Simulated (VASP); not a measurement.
# Cd3Pd in VASP: a series of runs

Runs on Cd3Pd. Level: LDA. Tasks: single point.

All numbers are computed with VASP 6.6.1; they aren't measurements. Logs are shortened: lines on timing, memory, paths and dates and some standing lists are left out, and cuts for length are marked.

### Step 1. The cell of the first run

It takes space group Pm-3m (No. 221, cubic). The conventional cell has a = 4.208 Å, b = 4.208 Å, c = 4.208 Å, α = 90.00°, β = 90.00°, γ = 90.00°. Cd (site symmetry 4/mmm) has 8 Cd at 2.98 Å and 4 Pd at 2.98 Å within 3.9 Å. Within 3.9 Å of Pd (site symmetry m-3m) lie 12 Cd at 2.98 Å.

### Step 2. Single point, LDA

File INCAR:

```
PREC = Accurate
ENCUT = 520
EDIFF = 1E-6
ISMEAR = 1
SIGMA = 0.1
LREAL = False
LASPH = True
NELM = 100
ALGO = Normal
ISIF = 2
LWAVE = False
LCHARG = False
NBANDS = 31
```

File KPOINTS:

```
Automatic mesh
0
Gamma
  8 8 8
```

File POSCAR:

```
Cd3Pd
1.0
    4.2084790200      0.0000000000      0.0000000000
    0.0000000000      4.2084790200      0.0000000000
    0.0000000000      0.0000000000      4.2084790200
Cd Pd
3 1
Direct
    0.0000000000      0.5000000000      0.5000000000
    0.5000000000      0.0000000000      0.5000000000
    0.5000000000      0.5000000000      0.0000000000
    0.0000000000      0.0000000000      0.0000000000
```

Potentials or basis: VASP PAW LDA potentials, release 64 (Cd, Pd).

Run with:

```console
$ cat potpaw_LDA.64/Cd/POTCAR potpaw_LDA.64/Pd/POTCAR > POTCAR
$ mpirun -np 1 vasp_std > vasp.out
```

OUTCAR:

```text
PREC = Accurate
   ENCUT = 520
   EDIFF = 1E-6
   ISMEAR = 1
   LREAL = False
   LASPH = True
   NELM = 100
   ISIF = 2

 ion  position               nearest neighbor table
   1  0.000  0.500  0.500-   2 2.98   3 2.98   4 2.98   3 2.98   4 2.98   2 2.98   4 2.98   4 2.98
                             2 2.98   3 2.98   3 2.98   2 2.98
   2  0.500  0.000  0.500-   1 2.98   3 2.98   4 2.98   3 2.98   4 2.98   1 2.98   3 2.98   3 2.98
                             1 2.98   4 2.98   4 2.98   1 2.98
   3  0.500  0.500  0.000-   1 2.98   2 2.98   4 2.98   1 2.98   2 2.98   2 2.98   4 2.98   2 2.98
                             1 2.98   4 2.98   1 2.98   4 2.98
   4  0.000  0.000  0.000-   1 2.98   2 2.98   3 2.98   1 2.98   2 2.98   1 2.98   3 2.98   1 2.98
                             2 2.98   3 2.98   2 2.98   3 2.98

  LATTYP: Found a simple cubic cell.
 ALAT       =     4.2084790200

  Lattice vectors:

 A1 = (   4.2084790200,   0.0000000000,   0.0000000000)
 A2 = (   0.0000000000,   4.2084790200,   0.0000000000)
 A3 = (   0.0000000000,   0.0000000000,   4.2084790200)

Analysis of symmetry for initial positions (statically):
=====================================================================
 Subroutine PRICEL returns:
 Original cell was already a primitive cell.

 Routine SETGRP: Setting up the symmetry group for a
 simple cubic supercell.

 Subroutine GETGRP returns: Found 48 space group operations
 (whereof 48 operations were pure point group operations)
 out of a pool of 48 trial point group operations.

The static configuration has the point symmetry O_h .

Analysis of symmetry for dynamics (positions and initial velocities):
=====================================================================
 Subroutine PRICEL returns:
 Original cell was already a primitive cell.

 Routine SETGRP: Setting up the symmetry group for a
 simple cubic supercell.

 Subroutine GETGRP returns: Found 48 space group operations
 (whereof 48 operations were pure point group operations)
 out of a pool of 48 trial point group operations.

The dynamic configuration has the point symmetry O_h .

 Subroutine INISYM returns: Found 48 space group operations
 (whereof 48 operations are pure point group operations),
 and found     1 'primitive' translations

----------------------------------------------------------------------------------------

                                     Primitive cell
[... 89 lines left out ...]
   ISPIN  =      1    spin polarized calculation?
   LNONCOLLINEAR =      F non collinear calculations
   LSORBIT =      F    spin-orbit coupling
   LASPH  =      T    aspherical Exc in radial PAW
   ENCUT  =  520.0 eV  38.22 Ry    6.18 a.u.   7.82  7.82  7.82*2*pi/ulx,y,z
   NELM   =    100;   NELMIN=  2; NELMDL= -5     # of ELM steps
   EDIFF  = 0.1E-05   stopping-criterion for ELM
   LREAL  =      F    real-space projection
   EDIFFG = 0.1E-04   stopping-criterion for IOM
   NSW    =      0    number of steps for IOM
   IBRION =     -1    ionic relax: 0-MD 1-quasi-New 2-CG
   NFREE  =      0    steps in history (QN), initial steepest desc. (CG)
   ISIF   =      2    stress and relaxation
   ISYM   =      2    0-nonsym 1-usesym 2-fastsym
   POTIM  = 0.5000    time-step for ionic-motion
   TEBEG  =    0.0;   TEEND  =   0.0 temperature during run
   PSTRESS=    0.0 pullay stress
   NELECT =      46.0000    total number of electrons
   NUPDOWN=      -1.0000    fix difference up-down
   EMIN   =  10.00;   EMAX   =-10.00  energy-range for DOS
   EFERMI =   0.00;   METHOD = LEGACY
   ISMEAR =     1;   SIGMA  =   0.10  broadening in eV -4-tet -1-fermi 0-gaus
   EFERMI_NEDOS =   21; number of points for ismear=-14 and -15
   IALGO  =     38    algorithm
   IMIX   =      4    mixing-type and parameters
     AMIX     =   0.40;   BMIX     =  1.00
     AMIX_MAG =   1.60;   BMIX_MAG =  1.00
  volume/ion in A,a.u.               =      18.63       125.75
  Fermi-wavevector in a.u.,A,eV,Ry     =   1.393806  2.633911 26.431966  1.942695
  Thomas-Fermi vector in A             =   2.517416
   LORBIT       =      0    0 simple, 1 ext, 2 COOP (PROOUT), +10 PAW based schemes
   GGA     = CA    functional components
   LHFCALC =     F    Hartree Fock is set to
   AEXX    =    0.0000 exact exchange contribution
   IVDW    =     0    specifies the selected vdW correction
   LEPSILON=     F    determine dielectric tensor
   LRPA    =     F    only Hartree local field effects (RPA)
 non-spin polarized calculation
 Methfessel and Paxton  Order N= 1 SIGMA  =   0.10
  energy-cutoff  :      520.00
  volume of cell :       74.54
 maximum number of plane-waves:      2022
 NGX is ok and might be reduce to    32

 number of electron      46.0000043 magnetization

 Free energy of the ion-electron system (eV)
  ---------------------------------------------------
  ext. energy  EPLUGINS =         0.00000000
  ---------------------------------------------------
  free energy    TOTEN  =       -11.92050789 eV

  energy without entropy =      -11.92091102  energy(sigma->0) =      -11.92064227

 E-fermi :   4.4437     XC(G=0): -12.1683

 val. band max:        4.4327722894   @ k =   0.5000   0.2500   0.2500
 cond. band min:       4.5330259382   @ k =   0.3750   0.3750   0.0000
 fundamental gap:      0.1002536488
 Fermi energy:         4.4437487360

 k-point     1 :       0.0000    0.0000    0.0000
  band No.  band energies     occupation
      1      -5.7082      2.00000
      2      -5.4304      2.00000
      3      -5.4304      2.00000
      4      -5.4304      2.00000
      5      -5.0893      2.00000
      6      -5.0893      2.00000
[... 805 lines left out ...]
     30      12.7319      0.00000
     31      14.0760      0.00000

 [... further k-points ...]
[... 5 lines left out ...]
  --------------------------------------------------------------------------------------
  -------------------------------------------------------------------------------------
  Total       -2.9635487     -2.9635487     -2.9635487     -0.0000000     -0.0000000      0.0000000
  in kB      -63.7011328    -63.7011328    -63.7011328     -0.0000000     -0.0000000      0.0000000
  external PRESSURE =     -63.7011328 kB  Pullay stress =       0.0000000 kB

 VOLUME and BASIS-vectors are now :
 -----------------------------------------------------------------------------
  energy-cutoff  :      520.00
  volume of cell :       74.54
      direct lattice vectors                 reciprocal lattice vectors
     4.208479020  0.000000000  0.000000000     0.237615536  0.000000000  0.000000000
     0.000000000  4.208479020  0.000000000     0.000000000  0.237615536  0.000000000
     0.000000000  0.000000000  4.208479020     0.000000000  0.000000000  0.237615536

 POSITION                                       TOTAL-FORCE (eV/Angst)
 -----------------------------------------------------------------------------------
      0.00000      2.10424      2.10424         0.000000      0.000000      0.000000
      2.10424      0.00000      2.10424         0.000000      0.000000      0.000000
      2.10424      2.10424      0.00000         0.000000      0.000000      0.000000
      0.00000      0.00000      0.00000         0.000000      0.000000      0.000000
 -----------------------------------------------------------------------------------
    total drift:                                0.000000     -0.000000     -0.000000

  FREE ENERGIE OF THE ION-ELECTRON SYSTEM (eV)
  ---------------------------------------------------
  free  energy   TOTEN  =       -11.9205078932 eV

  energy  without entropy=      -11.9209110168  energy(sigma->0) =      -11.92064227
```

OSZICAR:

```text
N       E                     dE             d eps       ncg     rms          rms(c)
DAV:   1     0.376726631060E+03    0.37673E+03   -0.24033E+04  2170   0.150E+03
DAV:   2    -0.168618275546E+01   -0.37841E+03   -0.36072E+03  2310   0.400E+02
DAV:   3    -0.125267559111E+02   -0.10841E+02   -0.10796E+02  2478   0.793E+01
DAV:   4    -0.125813499062E+02   -0.54594E-01   -0.54586E-01  2366   0.512E+00
DAV:   5    -0.125820930698E+02   -0.74316E-03   -0.74315E-03  2541   0.645E-01    0.800E+00
DAV:   6    -0.120260420095E+02    0.55605E+00   -0.15802E+00  2404   0.135E+01    0.726E+00
DAV:   7    -0.119551186717E+02    0.70923E-01   -0.41042E-01  2296   0.410E+00    0.381E+00
DAV:   8    -0.119243317781E+02    0.30787E-01   -0.99858E-02  2317   0.223E+00    0.145E+00
DAV:   9    -0.119206107273E+02    0.37211E-02   -0.18125E-02  2408   0.130E+00    0.127E-01
DAV:  10    -0.119205119917E+02    0.98736E-04   -0.42938E-04  2381   0.140E-01    0.618E-02
DAV:  11    -0.119205081422E+02    0.38495E-05   -0.38782E-05  2513   0.473E-02    0.140E-02
DAV:  12    -0.119205078932E+02    0.24907E-06   -0.24645E-06  1977   0.116E-02
   1 F= -.11920508E+02 E0= -.11920642E+02  d E =0.403124E-03
```

stdout:

```text
POSCAR found type information on POSCAR CdPd
 POSCAR found :  2 types and       4 ions
 scaLAPACK will be used
 LDA part: xc-table for (Slater(with rela. corr.)+CA(PZ))
 , standard interpolation
 POSCAR, INCAR and KPOINTS ok, starting setup
 FFT: planning ... GRIDC
 FFT: planning ... GRID_SOFT
 FFT: planning ... GRID
 WAVECAR not read
 entering main loop
```

Wall time 23 s (1 thread of Intel Xeon 6975P-C (Granite Rapids), shared host); peak memory 0.19 GiB.

What came out:

* Free energy: -11.9205 eV
* Pressure: -6.4 GPa
* Band gap on the k mesh: zero (band 23 reaches 7.62 eV, above the bottom of band 24 at 2.72 eV)

### Step 3. Single point, LDA

This run uses another cell than the first one, of the same volume but with other edges.

File INCAR:

```
SYSTEM = Cd3Pd
PREC = Accurate
ENCUT = 520
EDIFF = 1E-6
ISMEAR = 1
SIGMA = 0.1
LREAL = .False.
LASPH = .True.
NELM = 100
ALGO = Normal
ISIF = 2
LWAVE = .False.
LCHARG = .False.
NBANDS = 31
```

File KPOINTS:

```
Automatic mesh
0
Gamma
  8 8 8
  0 0 0
```

File POSCAR:

```
Cd3Pd
1.0
    4.1663942298      0.0000000000      0.0000000000
    0.0000000000      4.1663942298      0.0000000000
    0.0000000000      0.0000000000      4.2939281910
Cd Pd
3 1
Direct
    0.0000000000      0.5000000000      0.5000000000
    0.5000000000      0.0000000000      0.5000000000
    0.5000000000      0.5000000000      0.0000000000
    0.0000000000      0.0000000000      0.0000000000
```

Potentials or basis: VASP PAW LDA potentials, release 64 (Cd, Pd).

Run with:

```console
$ cat potpaw_LDA.64/Cd/POTCAR potpaw_LDA.64/Pd/POTCAR > POTCAR
$ mpirun -np 1 vasp_std > vasp.out
```

OUTCAR:

```text
SYSTEM = Cd3Pd
   PREC = Accurate
   ENCUT = 520
   EDIFF = 1E-6
   ISMEAR = 1
   LREAL = .False.
   LASPH = .True.
   NELM = 100
   ISIF = 2

 ion  position               nearest neighbor table
   1  0.000  0.500  0.500-   2 2.95   2 2.95   2 2.95   2 2.95   4 2.99   3 2.99   4 2.99   4 2.99
                             4 2.99   3 2.99   3 2.99   3 2.99
   2  0.500  0.000  0.500-   1 2.95   1 2.95   1 2.95   1 2.95   4 2.99   3 2.99   3 2.99   3 2.99
                             4 2.99   4 2.99   4 2.99   3 2.99
   3  0.500  0.500  0.000-   4 2.95   4 2.95   4 2.95   4 2.95   2 2.99   2 2.99   2 2.99   2 2.99
                             1 2.99   1 2.99   1 2.99   1 2.99
   4  0.000  0.000  0.000-   3 2.95   3 2.95   3 2.95   3 2.95   2 2.99   1 2.99   2 2.99   1 2.99
[... 1021 lines left out ...]
  -------------------------------------------------------------------------------------
  Total       -2.8397877     -2.8397877     -3.2296272      0.0000000     -0.0000000     -0.0000000
  in kB      -61.0409038    -61.0409038    -69.4204580      0.0000000     -0.0000000     -0.0000000
  external PRESSURE =     -63.8340885 kB  Pullay stress =       0.0000000 kB

 VOLUME and BASIS-vectors are now :
 -----------------------------------------------------------------------------
  energy-cutoff  :      520.00
  volume of cell :       74.54
      direct lattice vectors                 reciprocal lattice vectors
     4.166394230  0.000000000  0.000000000     0.240015693  0.000000000  0.000000000
     0.000000000  4.166394230  0.000000000     0.000000000  0.240015693  0.000000000
     0.000000000  0.000000000  4.293928191     0.000000000  0.000000000  0.232886987

 POSITION                                       TOTAL-FORCE (eV/Angst)
 -----------------------------------------------------------------------------------
      0.00000      2.08320      2.14696         0.000000      0.000000      0.000000
      2.08320      0.00000      2.14696         0.000000      0.000000      0.000000
      2.08320      2.08320      0.00000         0.000000      0.000000      0.000000
      0.00000      0.00000      0.00000         0.000000      0.000000      0.000000
 -----------------------------------------------------------------------------------
    total drift:                                0.000000     -0.000000     -0.000000

  FREE ENERGIE OF THE ION-ELECTRON SYSTEM (eV)
  ---------------------------------------------------
  free  energy   TOTEN  =       -11.9166832584 eV

  energy  without entropy=      -11.9155724811  energy(sigma->0) =      -11.91631300
```

stdout:

```text
POSCAR found type information on POSCAR CdPd
 POSCAR found :  2 types and       4 ions
 scaLAPACK will be used
 LDA part: xc-table for (Slater(with rela. corr.)+CA(PZ))
 , standard interpolation
 POSCAR, INCAR and KPOINTS ok, starting setup
 FFT: planning ... GRIDC
 FFT: planning ... GRID_SOFT
 FFT: planning ... GRID
 WAVECAR not read
 entering main loop
```

It took 41 s on 1 thread of Intel Xeon 6975P-C (Granite Rapids), shared host; peak memory 0.26 GiB.

What came out:

- Free energy: -11.9167 eV
- Pressure: -6.4 GPa
- Band gap on the k mesh: zero (band 23 reaches 7.79 eV, above the bottom of band 24 at 2.74 eV)

Stress tensor (GPa, compression positive):
```
-6.10  0.00  0.00
 0.00 -6.10  0.00
 0.00  0.00 -6.94
```
